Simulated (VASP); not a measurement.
# Sc: single point with BLYP

The system is Sc.

```
Sc
1.0
    -1.79734    1.79734    1.79734
     1.79734   -1.79734    1.79734
     1.79734    1.79734   -1.79734
Sc
1
Cartesian
  0.0000 0.0000 0.0000
```

This cell differs from its parent crystal: volume scaled by 0.92.

* Program: VASP 6.6.1
* Task: single point
* Functional: BLYP
* Potentials or basis: VASP PAW PBE potentials, release 64 (Sc_sv)
* Cutoff: 520 eV
* k mesh: 14 × 14 × 14
* Occupations: fermi-dirac, width 0.1 eV
* Spin: no spin polarisation

```
Pressure : 4.8 GPa
```

Levels at points of the mesh, in eV from the Fermi level:
| k point | band 1 | band 2 | band 3 | band 4 | band 5 | band 6 | band 7 | band 8 | band 9 | band 10 |
| --- | --- | --- | --- | --- | --- | --- | --- | --- | --- | --- |
| (0.00, 0.00, 0.00) | -49.29 | -27.80 | -27.80 | -27.80 | -5.23 | 1.45 | 1.45 | 1.45 | 2.90 | 2.90 |
| (0.50, 0.00, 0.00) | -49.20 | -28.28 | -27.96 | -27.81 | -1.85 | 0.22 | 0.73 | 2.90 | 3.23 | 4.32 |
| (0.50, 0.50, 0.50) | -49.14 | -28.14 | -28.14 | -28.14 | -1.40 | -1.40 | 4.01 | 4.01 | 4.01 | 6.74 |

It took 25 s on 1 thread of AMD EPYC 9R14 (Zen 4), on a shared host, peak memory 0.12 GiB.

Caveat: the PAW data sets were made with another functional, which shifts forces and pressure a little.
